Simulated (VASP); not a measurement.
BN: single point with PBE

The system is BN.

```
N B
1.0
     0.00000    1.81300    1.81300
     1.81300    0.00000    1.81300
     1.81300    1.81300    0.00000
N B
1 1
Cartesian
  0.9065 0.9065 0.9065
  0.0000 0.0000 0.0000
```

| Item | Value |
| --- | --- |
| Program | VASP 6.6.1 |
| Task | single point |
| Functional | PBE |
| Potentials or basis | VASP PAW PBE potentials, release 64 (N, B) |
| Cutoff | 520 eV |
| k mesh | 13 × 13 × 13 |
| Occupations | gaussian, width 0.013 eV |
| Spin | no spin polarisation |

```
Pressure               : -0.2 GPa
Band gap on the k mesh : 4.52 eV, indirect (least direct gap 8.78 eV)
```

Levels at points of the mesh, in eV from the valence-band top:
```
           k point  band 1  band 2  band 3  band 4  band 5  band 6  band 7  band 8  band 9
(0.00, 0.00, 0.00)  -20.13    0.00    0.00    0.00    8.78    8.78    8.78   10.20   24.58
```

Run time: 14 s on 1 thread of AMD EPYC 7R13, with other jobs on the host, peak memory 0.12 GiB.

A k mesh can miss the band edges. Expect the measured gap to be larger: semilocal functionals such as PBE lack the derivative discontinuity.
